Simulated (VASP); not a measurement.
# Te (Pmc2_1) in VASP: single point with PBE

Aim: the single point of Te with PBE.

All numbers are computed with VASP 6.6.1; they aren't measurements. Logs are shortened: lines on timing, memory, paths and dates and some standing lists are left out, and cuts for length are marked.

### Step 1. The cell of the first run

It takes space group Pmc2_1 (No. 26, orthorhombic). Conventional cell: a = 3.122 Å, b = 4.820 Å, c = 9.060 Å, α = 90.00°, β = 90.00°, γ = 90.00°. Te (site symmetry m) has 6 Te at 3.06 to 3.47 Å within 4.0 Å. Te (site symmetry m) has 6 Te at 3.06 to 3.47 Å within 4.0 Å.

### Step 2. Single point, PBE (strained and its atoms moved)

The input, INCAR:

```
PREC = Accurate
ENCUT = 520
EDIFF = 1E-7
ISMEAR = 0
SIGMA = 0.1
LREAL = F
LASPH = T
NELM = 60
ALGO = Normal
ISIF = 2
LWAVE = F
LCHARG = F
GGA = PE
NBANDS = 20
```

The input, KPOINTS:

```
Automatic mesh
0
Gamma
  14 10 6
```

The input, POSCAR:

```
Te
1.0
    3.1223785391      0.0000000000      0.0000000000
    0.0000000000      4.8204545458      0.0000000000
    0.0000000000      0.0000000000      9.0600138756
Te
4
Direct
    0.5000000000      0.5443180655      0.7641163486
    0.5000000000      0.4556819345      0.2641163486
    0.5000000000      0.9883754568      0.0058836514
    0.5000000000      0.0116245432      0.5058836514
```

Potentials or basis: VASP PAW PBE potentials, release 64 (Te).

Launch:

```sh
cat potpaw_PBE.64/Te/POTCAR > POTCAR
mpirun -np 1 vasp_std > vasp.out
```

OUTCAR:

```text
PREC = Accurate
   ENCUT = 520
   EDIFF = 1E-7
   ISMEAR = 0
   LREAL = F
   LASPH = T
   NELM = 60
   ISIF = 2
   GGA = PE

 ion  position               nearest neighbor table
   1  0.500  0.544  0.764-   3 3.06   4 3.25   3 3.46   4 3.47
   2  0.500  0.456  0.264-   4 3.06   3 3.25   4 3.46   3 3.47
   3  0.500  0.988  0.006-   1 3.06   2 3.25   1 3.46   2 3.47
   4  0.500  0.012  0.506-   2 3.06   1 3.25   2 3.46   1 3.47

  LATTYP: Found a simple orthorhombic cell.
 ALAT       =     3.1223785391
 B/A-ratio  =     1.5438405323
 C/A-ratio  =     2.9016385304

  Lattice vectors:

 A1 = (   3.1223785391,   0.0000000000,   0.0000000000)
 A2 = (   0.0000000000,   4.8204545458,   0.0000000000)
 A3 = (   0.0000000000,   0.0000000000,   9.0600138756)

Analysis of symmetry for initial positions (statically):
=====================================================================
 Subroutine PRICEL returns:
 Original cell was already a primitive cell.

 Routine SETGRP: Setting up the symmetry group for a
 simple orthorhombic supercell.

 Subroutine GETGRP returns: Found  4 space group operations
 (whereof  2 operations were pure point group operations)
 out of a pool of  8 trial point group operations.

The static configuration has the point symmetry C_1h.
 The point group associated with its full space group is C_2v.

Analysis of symmetry for dynamics (positions and initial velocities):
=====================================================================
 Subroutine PRICEL returns:
 Original cell was already a primitive cell.

 Routine SETGRP: Setting up the symmetry group for a
 simple orthorhombic supercell.

 Subroutine GETGRP returns: Found  4 space group operations
 (whereof  2 operations were pure point group operations)
 out of a pool of  8 trial point group operations.

The dynamic configuration has the point symmetry C_1h.
 The point group associated with its full space group is C_2v.

 Subroutine INISYM returns: Found  4 space group operations
 (whereof  2 operations are pure point group operations),
 and found     1 'primitive' translations

----------------------------------------------------------------------------------------

                                     Primitive cell

  volume of cell :     136.3648

  direct lattice vectors                    reciprocal lattice vectors
     3.122378539  0.000000000  0.000000000     0.320268663  0.000000000  0.000000000
     0.000000000  4.820454546  0.000000000     0.000000000  0.207449316  0.000000000
     0.000000000  0.000000000  9.060013876     0.000000000  0.000000000  0.110375107

  length of vectors
     3.122378539  4.820454546  9.060013876     0.320268663  0.207449316  0.110375107

  position of ions in fractional coordinates (direct lattice)
     0.500000000  0.544318066  0.764116349
     0.500000000  0.455681934  0.264116349
     0.500000000  0.988375457  0.005883651
     0.500000000  0.011624543  0.505883651

  ion indices of the primitive-cell ions
   primitive index   ion index
                 1           1
                 2           2
                 3           3
                 4           4

----------------------------------------------------------------------------------------

 KPOINTS: Automatic mesh

Automatic generation of k-mesh.
 Grid dimensions read from file:
 generate k-points for:   14   10    6

 Generating k-lattice:

  Cartesian coordinates                     Fractional coordinates (reciprocal lattice)
     0.022876333  0.000000000  0.000000000     0.071428571  0.000000000  0.000000000
     0.000000000  0.020744932  0.000000000     0.000000000  0.100000000  0.000000000
     0.000000000  0.000000000  0.018395851     0.000000000  0.000000000  0.166666667

  Length of vectors
     0.022876333  0.020744932  0.018395851

  Shift w.r.t. Gamma in fractional coordinates (k-lattice)
     0.000000000  0.000000000  0.000000000

 Subroutine IBZKPT returns following result:
 ===========================================

 Found    192 irreducible k-points:

 Following reciprocal coordinates:
            Coordinates               Weight
  0.000000  0.000000  0.000000      1.000000
  0.071429  0.000000  0.000000      2.000000
  0.142857  0.000000  0.000000      2.000000
  0.214286  0.000000  0.000000      2.000000
  0.285714  0.000000  0.000000      2.000000
  0.357143  0.000000  0.000000      2.000000
[... 16 lines left out ...]
  0.428571  0.200000  0.000000      4.000000
  0.500000  0.200000  0.000000      2.000000
 [... further k-points ...]
   k-points           NKPTS =    192   k-points in BZ     NKDIM =    192   number of bands    NBANDS=     20
   number of dos      NEDOS =    301   number of ions     NIONS =      4
   total plane-waves  NPLWV =  60480
   dimension x,y,z NGX =    24 NGY =   36 NGZ =   70
   dimension x,y,z NGXF=    48 NGYF=   72 NGZF=  140
   ions per type =               4
   NGX,Y,Z   is equivalent  to a cutoff of  12.78, 12.42, 12.84 a.u.
   NGXF,Y,Z  is equivalent  to a cutoff of  25.56, 24.83, 25.69 a.u.
 SYSTEM =  unknown system
   PREC   = accura    normal or accurate (medium, high low for compatibility)
   ISTART =      0    job   : 0-new  1-cont  2-samecut
   ICHARG =      2    charge: 1-file 2-atom 10-const
   ISPIN  =      1    spin polarized calculation?
   LNONCOLLINEAR =      F non collinear calculations
   LSORBIT =      F    spin-orbit coupling
   LASPH  =      T    aspherical Exc in radial PAW
   ENCUT  =  520.0 eV  38.22 Ry    6.18 a.u.   5.81  8.96 16.85*2*pi/ulx,y,z
   NELM   =     60;   NELMIN=  2; NELMDL= -5     # of ELM steps
   EDIFF  = 0.1E-06   stopping-criterion for ELM
   LREAL  =      F    real-space projection
   EDIFFG = 0.1E-05   stopping-criterion for IOM
   NSW    =      0    number of steps for IOM
   IBRION =     -1    ionic relax: 0-MD 1-quasi-New 2-CG
   NFREE  =      0    steps in history (QN), initial steepest desc. (CG)
   ISIF   =      2    stress and relaxation
   ISYM   =      2    0-nonsym 1-usesym 2-fastsym
   POTIM  = 0.5000    time-step for ionic-motion
   TEBEG  =    0.0;   TEEND  =   0.0 temperature during run
   PSTRESS=    0.0 pullay stress
   NELECT =      24.0000    total number of electrons
   NUPDOWN=      -1.0000    fix difference up-down
   EMIN   =  10.00;   EMAX   =-10.00  energy-range for DOS
   EFERMI =   0.00;   METHOD = LEGACY
   ISMEAR =     0;   SIGMA  =   0.10  broadening in eV -4-tet -1-fermi 0-gaus
   EFERMI_NEDOS =   21; number of points for ismear=-14 and -15
   IALGO  =     38    algorithm
   IMIX   =      4    mixing-type and parameters
     AMIX     =   0.40;   BMIX     =  1.00
     AMIX_MAG =   1.60;   BMIX_MAG =  1.00
  volume/ion in A,a.u.               =      34.09       230.06
  Fermi-wavevector in a.u.,A,eV,Ry     =   0.917440  1.733711 11.451977  0.841697
  Thomas-Fermi vector in A             =   2.042409
   LORBIT       =      0    0 simple, 1 ext, 2 COOP (PROOUT), +10 PAW based schemes
   GGA     = PE    functional components
   LHFCALC =     F    Hartree Fock is set to
   AEXX    =    0.0000 exact exchange contribution
   IVDW    =     0    specifies the selected vdW correction
   LEPSILON=     F    determine dielectric tensor
   LRPA    =     F    only Hartree local field effects (RPA)
 non-spin polarized calculation
 Gauss-broadening in eV      SIGMA  =   0.10
  energy-cutoff  :      520.00
  volume of cell :      136.36
 maximum number of plane-waves:      3712
 NGX is ok and might be reduce to    24
   NGX = 11   NGY = 17   NGZ = 33

 number of electron      23.9999998 magnetization

 Free energy of the ion-electron system (eV)
  ---------------------------------------------------
  ext. energy  EPLUGINS =         0.00000000
  ---------------------------------------------------
  free energy    TOTEN  =       -12.33437420 eV

  energy without entropy =      -12.32242448  energy(sigma->0) =      -12.32839934

 E-fermi :   5.8930     XC(G=0):  -9.0810

 val. band max:        5.8912921483   @ k =   0.2143   0.3000   0.3333
 cond. band min:       5.9032748985   @ k =   0.1429   0.1000   0.5000
 fundamental gap:      0.0119827502
 Fermi energy:         5.8930308966

 k-point     1 :       0.0000    0.0000    0.0000
  band No.  band energies     occupation
      1      -7.4953      2.00000
      2      -6.4285      2.00000
      3      -6.0762      2.00000
      4      -4.5681      2.00000
      5       1.4689      2.00000
      6       1.6747      2.00000
[... 12 lines left out ...]
     19      11.5337      0.00000
     20      12.8849      0.00000

 k-point     2 :       0.0714    0.0000    0.0000
  band No.  band energies     occupation
      1      -7.4288      2.00000
      2      -6.3620      2.00000
      3      -6.0091      2.00000
      4      -4.4999      2.00000
      5       1.5306      2.00000
      6       1.7355      2.00000
[... 12 lines left out ...]
     19      11.6197      0.00000
     20      13.6187      0.00000

 k-point     3 :       0.1429    0.0000    0.0000
  band No.  band energies     occupation
      1      -7.2326      2.00000
      2      -6.1654      2.00000
      3      -5.8108      2.00000
      4      -4.2979      2.00000
      5       1.7110      2.00000
      6       1.9128      2.00000
[... 12 lines left out ...]
     19      11.8357      0.00000
     20      13.7737      0.00000

 k-point     4 :       0.2143    0.0000    0.0000
  band No.  band energies     occupation
      1      -6.9175      2.00000
      2      -5.8494      2.00000
      3      -5.4917      2.00000
      4      -3.9711      2.00000
      5       1.9939      2.00000
      6       2.1903      2.00000
[... 12 lines left out ...]
     19      12.1795      0.00000
     20      13.5236      0.00000

 k-point     5 :       0.2857    0.0000    0.0000
  band No.  band energies     occupation
      1      -6.5083      2.00000
      2      -5.4385      2.00000
      3      -5.0755      2.00000
      4      -3.5413      2.00000
      5       2.3454      2.00000
      6       2.4358      2.00000
[... 12 lines left out ...]
     19      12.3353      0.00000
     20      12.4845      0.00000

 k-point     6 :       0.3571    0.0000    0.0000
  band No.  band energies     occupation
      1      -6.0576      2.00000
      2      -4.9849      2.00000
      3      -4.6139      2.00000
      4      -3.0580      2.00000
      5       1.2164      2.00000
      6       2.2331      2.00000
[... 12 lines left out ...]
     19      11.4603      0.00000
     20      11.6724      0.00000

 k-point     7 :       0.4286    0.0000    0.0000
  band No.  band energies     occupation
      1      -5.6708      2.00000
      2      -4.5944      2.00000
      3      -4.2139      2.00000
      4      -2.6306      2.00000
      5       0.3470      2.00000
      6       1.3721      2.00000
[... 12 lines left out ...]
     19      10.7491      0.00000
     20      10.9132      0.00000
[... 277 lines left out ...]
 k-point    20 :       0.2143    0.2000    0.0000
  band No.  band energies     occupation
      1      -6.7367      2.00000
      2      -5.7815      2.00000
      3      -5.4453      2.00000
      4      -4.3388      2.00000
      5       1.7324      2.00000
      6       2.0168      2.00000
[... 12 lines left out ...]
     19      12.8224      0.00000
     20      13.2708      0.00000

 k-point    21 :       0.2857    0.2000    0.0000
  band No.  band energies     occupation
      1      -6.3272      2.00000
      2      -5.3701      2.00000
      3      -5.0286      2.00000
      4      -3.9133      2.00000
      5       2.0945      2.00000
      6       2.3809      2.00000
[... 12 lines left out ...]
     19      11.6042      0.00000
     20      12.3524      0.00000

 k-point    22 :       0.3571    0.2000    0.0000
  band No.  band energies     occupation
      1      -5.8762      2.00000
      2      -4.9158      2.00000
      3      -4.5664      2.00000
      4      -3.4371      2.00000
      5       1.3917      2.00000
      6       2.2886      2.00000
[... 12 lines left out ...]
     19      10.5657      0.00000
     20      11.3428      0.00000

 k-point    23 :       0.4286    0.2000    0.0000
  band No.  band energies     occupation
      1      -5.4889      2.00000
      2      -4.5244      2.00000
      3      -4.1655      2.00000
      4      -3.0186      2.00000
      5       0.5226      2.00000
      6       1.4299      2.00000
[... 12 lines left out ...]
     19      10.3655      0.00000
     20      11.1619      0.00000

 k-point    24 :       0.5000    0.2000    0.0000
  band No.  band energies     occupation
      1      -5.3276      2.00000
      2      -4.3609      2.00000
      3      -3.9970      2.00000
      4      -2.8404      2.00000
      5       0.1991      2.00000
      6       1.1053      2.00000
[... 12 lines left out ...]
     19      10.1313      0.00000
     20      10.9021      0.00000

 [... further k-points ...]

------------------------ aborting loop because EDIFF is reached ----------------------------------------

  FORCE on cell =-STRESS in cart. coord.  units (eV):
  Direction    XX          YY          ZZ          XY          YZ          ZX
  --------------------------------------------------------------------------------------
  -------------------------------------------------------------------------------------
  Total        0.9197077     -1.8676194     -1.3180595      0.0000000      0.0000000      0.0000000
  in kB       10.8058262    -21.9430273    -15.4861398      0.0000000      0.0000000      0.0000000
  external PRESSURE =      -8.8744470 kB  Pullay stress =       0.0000000 kB

 VOLUME and BASIS-vectors are now :
 -----------------------------------------------------------------------------
  energy-cutoff  :      520.00
  volume of cell :      136.36
      direct lattice vectors                 reciprocal lattice vectors
     3.122378539  0.000000000  0.000000000     0.320268663  0.000000000  0.000000000
     0.000000000  4.820454546  0.000000000     0.000000000  0.207449316  0.000000000
     0.000000000  0.000000000  9.060013876     0.000000000  0.000000000  0.110375107

 POSITION                                       TOTAL-FORCE (eV/Angst)
 -----------------------------------------------------------------------------------
      1.56119      2.62386      6.92290         0.000000      0.079187     -0.129873
      1.56119      2.19659      2.39290         0.000000     -0.079187     -0.129873
      1.56119      4.76442      0.05331         0.000000     -0.044308      0.129873
      1.56119      0.05604      4.58331         0.000000      0.044308      0.129873
 -----------------------------------------------------------------------------------
    total drift:                               -0.000000      0.000000     -0.000021

  FREE ENERGIE OF THE ION-ELECTRON SYSTEM (eV)
  ---------------------------------------------------
  free  energy   TOTEN  =       -12.3343742004 eV

  energy  without entropy=      -12.3224244844  energy(sigma->0) =      -12.32839934
```

Wall time 4.4 min (1 thread of Intel Xeon Platinum 8259CL at 2.50GHz (Skylake/Cascade Lake), shared host); peak memory 0.51 GiB.

Results:

- Free energy: -12.3344 eV
- Pressure: -0.9 GPa
- Largest force: 0.152 eV/Å
- Band gap on the k mesh: zero (bands 12 and 13 overlap by 3.49 eV)

Forces on the atoms (eV/Å):
```
Te   0.000  0.079 -0.130
Te   0.000 -0.079 -0.130
Te   0.000 -0.044  0.130
Te   0.000  0.044  0.130
```

Caveat: the cell differs from its parent crystal (strained and its atoms moved); spin-orbit coupling is left out, which moves the levels of the heavy elements.
